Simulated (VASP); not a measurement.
BeCd2Te3: single point with PBE

BeCd2Te3:

```
Be Cd Te
1.0
     3.83284   -6.71245    0.03667
     3.83284    6.71245    0.03667
    -2.48593    0.00000    7.19749
Be Cd Te
2 4 6
Cartesian
  3.8259 -5.6949 0.0123
  2.5830 5.6949 3.6110
  3.8132 -1.1531 0.0331
  3.8469 3.4630 0.0349
  2.5702 1.1531 3.6318
  2.6039 -3.4630 3.6336
  -1.3004 -0.8815 6.0895
  2.4902 -3.6453 6.4640
  2.8374 1.1378 6.4705
  4.0804 -1.1378 2.8717
  -0.0574 0.8815 2.4907
  3.7332 3.6453 2.8653
```

```
Program             : VASP 6.6.1
Task                : single point
Functional          : PBE
Potentials or basis : VASP PAW PBE potentials, release 64 (Be, Cd, Te)
Cutoff              : 520 eV
k mesh              : 3 × 3 × 3
Occupations         : gaussian, width 0.2 eV
Spin                : no spin polarisation
```

```yaml
Pressure: 0.1 GPa
Largest_force: 0.021 eV/Å
Band_gap_on_the_k_mesh: 1.27 eV
```

Forces on the atoms (eV/Å):
```
Be  -0.001  0.010 -0.019
Be  -0.001 -0.010 -0.019
Cd  -0.007 -0.005 -0.007
Cd   0.008 -0.002 -0.006
Cd  -0.007  0.005 -0.007
Cd   0.008  0.002 -0.006
Te  -0.006  0.006  0.009
Te  -0.007 -0.010  0.012
Te   0.013 -0.004  0.010
Te   0.013  0.004  0.010
Te  -0.006 -0.006  0.009
Te  -0.007  0.010  0.012
```

Levels at points of the mesh, in eV from the valence-band top:
```csv
k point,band 41,band 42,band 43,band 44,band 45,band 46,band 47,band 48
"(0.00, 0.00, 0.00)",-0.75,-0.05,-0.02,0.00,1.27,1.76,2.73,3.12
```

Run time: 4.4 min on 1 thread of AMD EPYC 7R13 Processor (Zen 3) (shared host), peak memory 0.57 GiB.

Caveat: spin-orbit coupling is left out, which moves the levels of the heavy elements.
